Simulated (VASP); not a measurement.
TiCo: relaxation of cell and atoms with PBE

Crystal: TiCo.

```xyz
2
Lattice="2.9861 0.0000 0.0000 0.0000 2.9861 0.0000 0.0000 0.0000 2.9861" Properties=species:S:1:pos:R:3 pbc="T T T"
Co    1.4931    1.4931    1.4931
Ti    0.0000    0.0000    0.0000
```

```json
{
 "Program": "VASP 6.6.1",
 "Task": "relaxation of cell and atoms",
 "Functional": "PBE",
 "Potentials or basis": "VASP PAW PBE potentials, release 64 (Co, Ti_sv)",
 "Cutoff": "600 eV",
 "k mesh": "9 × 9 × 9",
 "Occupations": "fermi-dirac, width 0.05 eV",
 "Spin": "collinear spin, ferromagnetic start",
 "Starting moments": "[2.0, 1.0] μB",
 "Dipole correction": "no",
 "Further INCAR settings": "ALGO = Fast; EDIFF = 1e-06; IBRION = 2; EDIFFG = -0.01; NSW = 60; ISIF = 3"
}
```

```json
{
 "Relaxed volume": "13.22 Å³/atom",
 "Relaxed cell": "a = 2.979 Å, b = 2.979 Å, c = 2.979 Å, α = 90.00°, β = 90.00°, γ = 90.00°",
 "Space group after relaxing (to 0.05 Å)": "Pm-3m (No. 221)",
 "Energy gained by relaxing": "0.3 meV/atom",
 "Ionic steps": "3",
 "Pressure after relaxing": "0.1 GPa",
 "Net moment": "0.78 μB per cell",
 "Site moments": "Co +0.86; Ti -0.03 μB",
 "Valence electrons inside the program's atomic spheres": "Co 8.30; Ti 10.30"
}
```

Step by step:
```csv
step,energy change (eV),largest force (eV/Å),pressure (GPa),volume (Å³)
1,0.0000,0.0000,-1.14,26.63
2,-0.0001,0.0000,1.06,26.26
3,-0.0007,0.0000,0.09,26.44
```

Final structure:
```
CELL_PARAMETERS angstrom
2.97893 0.00000 0.00000
0.00000 2.97893 0.00000
0.00000 0.00000 2.97893
ATOMIC_POSITIONS crystal
Co 0.50000 0.50000 0.50000
Ti 0.00000 0.00000 0.00000
```

Levels at points of the mesh, in eV from the Fermi level:
Spin up:
| k point | band 9 | band 10 | band 11 | band 12 | band 13 | band 14 |
| --- | --- | --- | --- | --- | --- | --- |
| (0.00, 0.00, 0.00) | -1.87 | -1.87 | 0.48 | 0.48 | 2.67 | 2.67 |
Spin down:
```tsv
k point	band 7	band 8	band 9	band 10	band 11	band 12	band 13	band 14
(0.00, 0.00, 0.00)	-3.59	-1.37	-1.37	-1.37	0.99	0.99	2.76	2.76
```

Run time: 74 s on 1 thread of Intel(R) Xeon(R) Platinum 8488C (Sapphire Rapids) (shared host), peak memory 0.17 GiB.
